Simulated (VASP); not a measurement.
ZrNb3N: single point with PBE

Crystal: ZrNb3N.

```xyz
5
Lattice="3.3604 0.0000 0.0000 -1.6802 2.9102 0.0000 0.0000 0.0000 9.8917" Properties=species:S:1:pos:R:3 pbc="T T T"
Zr    1.6802    0.9701    4.9458
Nb    0.0000    0.0000    7.1737
Nb    0.0000    0.0000    2.7180
Nb    0.0000    0.0000    0.0000
N     1.6802    0.9701    0.0000
```

| Property | Result |
| --- | --- |
| Program | VASP 6.6.1 |
| Task | single point |
| Functional | PBE |
| Potentials or basis | VASP PAW PBE potentials, release 64 (Zr_sv, Nb_sv, N) |
| Cutoff | 520 eV |
| k mesh | 12 × 12 × 4 |
| Occupations | gaussian, width 0.1 eV |
| Spin | no spin polarisation |
| Dipole correction | no |
| Further INCAR settings | ALGO = Normal; EDIFF = 1e-07; NBANDS = 36 |

```yaml
Pressure: -0.2 GPa
Largest_force: 0.005 eV/Å
Band_gap_on_the_k_mesh: zero (band 28 reaches 9.09 eV, above the bottom of band 29 at 8.59 eV)
```

Forces in eV/Å, atoms in the order of the input:
```
Zr   0.000  0.000  0.000
Nb   0.000  0.000  0.005
Nb   0.000  0.000 -0.005
Nb   0.000  0.000  0.000
N    0.000  0.000  0.000
```

Stress tensor (GPa, compression positive):
```
-0.26  0.00  0.00
 0.00 -0.26  0.00
 0.00  0.00 -0.12
```

Levels at points of the mesh, in eV from the Fermi level:
```csv
k point,band 24,band 25,band 26,band 27,band 28,band 29,band 30,band 31,band 32,band 33
"(0.00, 0.00, 0.00)",-2.14,-0.27,-0.27,-0.01,-0.01,0.31,0.31,0.49,0.49,0.50
"(0.50, 0.00, 0.00)",-1.88,-1.37,-0.78,-0.52,-0.08,0.56,0.92,1.03,1.64,1.81
"(0.00, 0.00, 0.50)",-2.15,-0.25,-0.25,-0.20,-0.20,0.32,0.32,1.26,1.26,1.27
"(0.50, 0.00, 0.50)",-1.61,-1.36,-1.06,-0.42,-0.19,0.34,0.73,1.16,1.53,2.25
```

Wall time 3.1 min on 1 thread of AMD EPYC 9R45 96-Core Processor (Zen 5), with other jobs on the host, peak memory 0.32 GiB.
